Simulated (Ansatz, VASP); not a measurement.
**Two plane-wave programs on SnO**

```
Sn O
1.0
     2.68184   -2.68184    0.00000
     2.68184    2.68184    0.00000
     0.00000    0.00000    9.53322
Sn O
4 4
Direct
  0.00002 0.99998 0.99879
  0.99998 0.00002 0.49879
  0.49998 0.50002 0.25821
  0.50002 0.49998 0.75821
  0.99998 0.50002 0.37850
  0.00002 0.49998 0.87850
  0.49998 0.00002 0.37850
  0.50002 0.99998 0.87850
```

Alike in both runs: task single point; functional r2SCAN; k mesh 6 × 6 × 4; occupations fermi-dirac, width 0.02 eV; no spin polarisation.

|  | VASP | Ansatz |
| --- | --- | --- |
| version | VASP 6.6.1 | Ansatz 0.2.0 |
| potentials or method | VASP PAW PBE potentials, release 64 (Sn_d, O) | plane waves, PAW |
| plane-wave cutoff (eV) | 520 | 500 |
| valence electrons in the cell | 80 | 80 |

|  | VASP | Ansatz | Ansatz less VASP |
| --- | --- | --- | --- |
| pressure (GPa) | 1.8 | 1.2 | -0.60 |
| traceless stress, the component that is largest in VASP (GPa) | -0.08 | -0.02 | +0.065 |
| rms of the force components (eV/Å) | 0.048 | 0.009 | -0.0393 |

VASP's potentials were made for PBE, not for r2SCAN. Atom by atom the forces differ by 0.058 eV/Å (rms over components).
